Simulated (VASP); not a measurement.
Input of a VASP 6.6.1 run:

The input INCAR:

```
SYSTEM = Be2CdS3
  ALGO = Normal
  EDIFF = 1E-7
  ENCUT = 520
  GGA = PE
  ISIF = 2
  ISMEAR = 0
  LASPH = .True.
  LCHARG = .True.
  LELF = .True.
  LREAL = .False.
  LVHAR = .True.
  LWAVE = .False.
  NBANDS = 26
  NELM = 100
  PREC = Accurate
  SIGMA = 0.1
```

The input KPOINTS:

```
k-points
0
Gamma
  6 6 4
  0 0 0
```

POSCAR

```
Be2CdS3
1.0
    5.0287213500      0.0000000000      0.0000000000
   -2.5143606700      4.3550004400      0.0000000000
    0.0000000000      0.0000000000      5.0152669300
Be Cd S
2 1 3
Direct
    0.6666666700      0.3333333300      0.0000000000
    0.6666666700      0.3333333300      0.5000000000
    0.0000000000      0.0000000000      0.0000000000
    0.1475954100      0.8524045900      0.5000000000
    0.1475954100      0.2951908100      0.5000000000
    0.7048091900      0.8524045900      0.5000000000
```

Potentials or basis: VASP PAW PBE potentials, release 64 (Be, Cd, S).

The run is started by

```sh
$ cat potpaw_PBE.64/Be/POTCAR potpaw_PBE.64/Cd/POTCAR potpaw_PBE.64/S/POTCAR > POTCAR
$ mpirun -np 1 vasp_std > vasp.out
```

Q: Estimate the largest force.

A: 1.973 eV/Å.

Q: Estimate the pressure.

A: 5.7 GPa.

Forces in eV/Å, atoms in the order of the input:
```
Be   0.000  0.000  0.000
Be   0.000  0.000  0.000
Cd   0.000  0.000  0.000
S    1.709 -0.987  0.000
S    0.000  1.973  0.000
S   -1.709 -0.987  0.000
```

Caveat: forces of over 1 eV/Å act on the atoms, so gaps and moduli don't describe the material at rest.
